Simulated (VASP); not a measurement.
# ZrS2 (P-3m1) in VASP: a series of runs, part 2 of 2

VASP 6.6.1. The steps go on from the part before.

## Step 3: Single point, HSE06 (epitaxial xy strain -5.1%)

POSCAR

```
ZrS2
1.0
    3.4866020320      0.0000000000      0.0000000000
   -1.7433010160      3.0194859326      0.0000000000
    0.0000000000      0.0000000000      5.9848291773
Zr S
1 2
Direct
    0.0000000000      0.0000000000      0.0000000000
    0.6666666667      0.3333333333      0.7448306889
    0.3333333333      0.6666666667      0.2551693111
```

INCAR.step1

```
ALGO = Normal ; EDIFF = 1E-5
ENCUT = 400 ; GGA = PE
GGA_COMPAT = F ; ISIF = 2
ISMEAR = 0 ; LASPH = T
LCHARG = F ; LREAL = F
LWAVE = T ; NBANDS = 19
NELM = 120 ; PREC = Accurate
SIGMA = 0.01
```

INCAR.step2

```
ALGO = Normal ; EDIFF = 1E-6
ENCUT = 400 ; GGA = PE
GGA_COMPAT = F ; HFSCREEN = 0.2079
ISIF = 2 ; ISMEAR = 0
ISTART = 1 ; LASPH = T
LCHARG = F ; LHFCALC = T
LREAL = F ; LWAVE = F
NBANDS = 19 ; NELM = 120
PREC = Accurate ; PRECFOCK = Normal
SIGMA = 0.01
```

KPOINTS

```
k-points
0
Gamma
  6 6 4
```

Potentials or basis: VASP PAW PBE potentials, release 64 (Zr_sv, S).

The run is started by

```sh
> cat potpaw_PBE.64/Zr_sv/POTCAR potpaw_PBE.64/S/POTCAR > POTCAR
> cp INCAR.step1 INCAR
> mpirun -np 1 vasp_std > vasp.out
> cp INCAR.step2 INCAR
> mpirun -np 1 vasp_std > vasp.out
```

OUTCAR:

```text
EDIFF = 1E-6
   ENCUT = 400
   GGA = PE
   HFSCREEN = 0.2079
   ISIF = 2
   ISMEAR = 0
   ISTART = 1
   LASPH = T
   LHFCALC = T
   LREAL = F
   NELM = 120
   PREC = Accurate
   PRECFOCK = Normal

 ion  position               nearest neighbor table
   1  0.000  0.000  0.000-   2 2.53   3 2.53   2 2.53   3 2.53   2 2.53   3 2.53
   2  0.667  0.333  0.745-   1 2.53   1 2.53   1 2.53
   3  0.333  0.667  0.255-   1 2.53   1 2.53   1 2.53

  LATTYP: Found a hexagonal cell.
 ALAT       =     3.4866020320
 C/A-ratio  =     1.7165220241

  Lattice vectors:

 A1 = (   3.4866020320,   0.0000000000,   0.0000000000)
 A2 = (  -1.7433010160,   3.0194859326,   0.0000000000)
 A3 = (   0.0000000000,   0.0000000000,   5.9848291773)

Analysis of symmetry for initial positions (statically):
=====================================================================
 Subroutine PRICEL returns:
 Original cell was already a primitive cell.

 Routine SETGRP: Setting up the symmetry group for a
 hexagonal supercell.

 Subroutine GETGRP returns: Found 12 space group operations
 (whereof 12 operations were pure point group operations)
 out of a pool of 24 trial point group operations.

The static configuration has the point symmetry D_3d.

Analysis of symmetry for dynamics (positions and initial velocities):
=====================================================================
 Subroutine PRICEL returns:
 Original cell was already a primitive cell.

 Routine SETGRP: Setting up the symmetry group for a
 hexagonal supercell.

 Subroutine GETGRP returns: Found 12 space group operations
 (whereof 12 operations were pure point group operations)
 out of a pool of 24 trial point group operations.

The dynamic configuration has the point symmetry D_3d.

 Subroutine INISYM returns: Found 12 space group operations
 (whereof 12 operations are pure point group operations),
 and found     1 'primitive' translations

----------------------------------------------------------------------------------------

                                     Primitive cell

  volume of cell :      63.0068

  direct lattice vectors                    reciprocal lattice vectors
     3.486602032  0.000000000  0.000000000     0.286812200  0.165591101  0.000000000
    -1.743301016  3.019485933  0.000000000     0.000000000  0.331182202  0.000000000
     0.000000000  0.000000000  5.984829177     0.000000000  0.000000000  0.167089147

  length of vectors
     3.486602032  3.486602032  5.984829177     0.331182202  0.331182202  0.167089147

  position of ions in fractional coordinates (direct lattice)
     0.000000000  0.000000000  0.000000000
     0.666666667  0.333333333  0.744830689
     0.333333333  0.666666667  0.255169311

  ion indices of the primitive-cell ions
   primitive index   ion index
                 1           1
                 2           2
                 3           3

----------------------------------------------------------------------------------------

 KPOINTS: k-points

Automatic generation of k-mesh.
[... 26 lines left out ...]
  0.500000  0.000000  0.000000      3.000000
  0.166667  0.166667  0.000000      6.000000
  0.333333  0.166667  0.000000     12.000000
[... 16 lines left out ...]
  0.333333  0.166667  0.500000     12.000000
  0.333333  0.333333  0.500000      2.000000
   k-points           NKPTS =     24   k-points in BZ     NKDIM =    144   number of bands    NBANDS=     19
   number of dos      NEDOS =    301   number of ions     NIONS =      3
   total plane-waves  NPLWV =  23040
   dimension x,y,z NGX =    24 NGY =   24 NGZ =   40
   dimension x,y,z NGXF=    48 NGYF=   48 NGZF=   80
   ions per type =               1   2
   NGX,Y,Z   is equivalent  to a cutoff of  11.44, 11.44, 11.11 a.u.
   NGXF,Y,Z  is equivalent  to a cutoff of  22.89, 22.89, 22.22 a.u.
 SYSTEM =  unknown system
   PREC   = accura    normal or accurate (medium, high low for compatibility)
   ISTART =      1    job   : 0-new  1-cont  2-samecut
   ICHARG =      0    charge: 1-file 2-atom 10-const
   ISPIN  =      1    spin polarized calculation?
   LNONCOLLINEAR =      F non collinear calculations
   LSORBIT =      F    spin-orbit coupling
   LASPH  =      T    aspherical Exc in radial PAW
   ENCUT  =  400.0 eV  29.40 Ry    5.42 a.u.   5.69  5.69  9.76*2*pi/ulx,y,z
   NELM   =    120;   NELMIN=  2; NELMDL=  0     # of ELM steps
   EDIFF  = 0.1E-05   stopping-criterion for ELM
   LREAL  =      F    real-space projection
   EDIFFG = 0.1E-04   stopping-criterion for IOM
   NSW    =      0    number of steps for IOM
   IBRION =     -1    ionic relax: 0-MD 1-quasi-New 2-CG
   NFREE  =      0    steps in history (QN), initial steepest desc. (CG)
   ISIF   =      2    stress and relaxation
   ISYM   =      3    0-nonsym 1-usesym 2-fastsym
   POTIM  = 0.5000    time-step for ionic-motion
   TEBEG  =    0.0;   TEEND  =   0.0 temperature during run
   PSTRESS=    0.0 pullay stress
   NELECT =      24.0000    total number of electrons
   NUPDOWN=      -1.0000    fix difference up-down
   EMIN   =  10.00;   EMAX   =-10.00  energy-range for DOS
   EFERMI =   0.00;   METHOD = LEGACY
   ISMEAR =     0;   SIGMA  =   0.01  broadening in eV -4-tet -1-fermi 0-gaus
   EFERMI_NEDOS =   21; number of points for ismear=-14 and -15
   IALGO  =     38    algorithm
   IMIX   =      1    mixing-type and parameters
     AMIX     =   0.40;   BMIX     =  1.00
     AMIX_MAG =   1.60;   BMIX_MAG =  1.00
  volume/ion in A,a.u.               =      21.00       141.73
  Fermi-wavevector in a.u.,A,eV,Ry     =   1.186723  2.242582 19.161256  1.408313
  Thomas-Fermi vector in A             =   2.322890
   LORBIT       =      0    0 simple, 1 ext, 2 COOP (PROOUT), +10 PAW based schemes
   GGA     = PE    functional components
   LHFCALC =     T    Hartree Fock is set to
   PRECFOCK=normal    Normal, Fast or Accurate (Low or Medium for compatibility)
   ENCUT4O =  -1.0   cutoff for four orbital integrals eV
   NKREDX  =     1    reduce k-point grid by
   NKREDY  =     1    reduce k-point grid by
   NKREDZ  =     1    reduce k-point grid by
   AEXX    =    0.2500 exact exchange contribution
   HFSCREEN=    0.2079 screening length (either q_TF or 0.3 A-1)
   HFSCREENC=   0.2079 screening length for correlation (either q_TF or 0.3 A-1)
   ENCUTFOCK=  -1.0 apply spherical cutoff to Coloumb kernel
   IVDW    =     0    specifies the selected vdW correction
   LEPSILON=     F    determine dielectric tensor
   LRPA    =     F    only Hartree local field effects (RPA)
 non-spin polarized calculation
 Gauss-broadening in eV      SIGMA  =   0.01
  energy-cutoff  :      400.00
  volume of cell :       63.01
 maximum number of plane-waves:      1184
 NGX is ok and might be reduce to    24
  NGX = 18; NGY = 18; NGZ = 30

 number of electron      23.9999998 magnetization

 Free energy of the ion-electron system (eV)
  ---------------------------------------------------
  ext. energy  EPLUGINS =         0.00000000
  ---------------------------------------------------
  free energy    TOTEN  =       -25.20120559 eV

  energy without entropy =      -25.20120559  energy(sigma->0) =      -25.20120559

 E-fermi :   5.2404     XC(G=0):  -8.2678

 val. band max:        5.1333686048   @ k =   0.0000   0.0000   0.0000
 cond. band min:       6.1362058319   @ k =   0.5000   0.0000   0.5000
 fundamental gap:      1.0028372272
 Fermi energy:         5.2403864443

 k-point     1 :       0.0000    0.0000    0.0000
  band No.  band energies     occupation
      1     -47.1666      2.00000
      2     -23.9150      2.00000
      3     -23.6468      2.00000
      4     -23.6468      2.00000
      5      -9.4724      2.00000
      6      -7.7405      2.00000
[... 505 lines left out ...]
      6      -7.7464      2.00000
[... 11 lines left out ...]
     18      14.4709      0.00000
     19      15.2684      0.00000

------------------------ aborting loop because EDIFF is reached ----------------------------------------

  FORCE on cell =-STRESS in cart. coord.  units (eV):
  Direction    XX          YY          ZZ          XY          YZ          ZX
  --------------------------------------------------------------------------------------
  -------------------------------------------------------------------------------------
  Total        3.9491776      3.9491776      0.0708891      0.0000000      0.0000000     -0.0000000
  in kB      100.4222837    100.4222837      1.8026140      0.0000000      0.0000000     -0.0000000
  external PRESSURE =      67.5490605 kB  Pullay stress =       0.0000000 kB

 VOLUME and BASIS-vectors are now :
 -----------------------------------------------------------------------------
  energy-cutoff  :      400.00
  volume of cell :       63.01
      direct lattice vectors                 reciprocal lattice vectors
     3.486602032  0.000000000  0.000000000     0.286812200  0.165591101  0.000000000
    -1.743301016  3.019485933  0.000000000     0.000000000  0.331182202  0.000000000
     0.000000000  0.000000000  5.984829177     0.000000000  0.000000000  0.167089147

 POSITION                                       TOTAL-FORCE (eV/Angst)
 -----------------------------------------------------------------------------------
      0.00000      0.00000      0.00000        -0.000000      0.000000      0.000000
      1.74330      1.00650      4.45768         0.000000      0.000000      0.214735
     -0.00000      2.01299      1.52714        -0.000000      0.000000     -0.214735
 -----------------------------------------------------------------------------------
    total drift:                               -0.000000      0.000000     -0.000004

  FREE ENERGIE OF THE ION-ELECTRON SYSTEM (eV)
  ---------------------------------------------------
  free  energy   TOTEN  =       -25.2012055868 eV

  energy  without entropy=      -25.2012055868  energy(sigma->0) =      -25.20120559
```

Run time: 41 min. Hardware: 1 thread of Intel Xeon Platinum 8124M at 3.00GHz (Skylake/Cascade Lake), shared host; peak memory 0.28 GiB.

What came out:

* Free energy: -25.2012 eV
* Pressure: 6.8 GPa
* Largest force: 0.215 eV/Å
* Band gap on the k mesh: 1.00 eV (least direct gap 2.01 eV)

Forces in eV/Å, atoms in the order of the input:
```
Zr   0.000  0.000  0.000
S    0.000  0.000  0.215
S    0.000  0.000 -0.215
```

Caveat: the cell differs from its parent crystal (epitaxial xy strain -5.1%); the stress differs along the axes, from 0 to 10 GPa; the PAW data sets were made with another functional, which shifts forces and pressure a little; this functional lacks dispersion, which binds layers or chains, so the pressure and a relaxed spacing across them are unreliable.
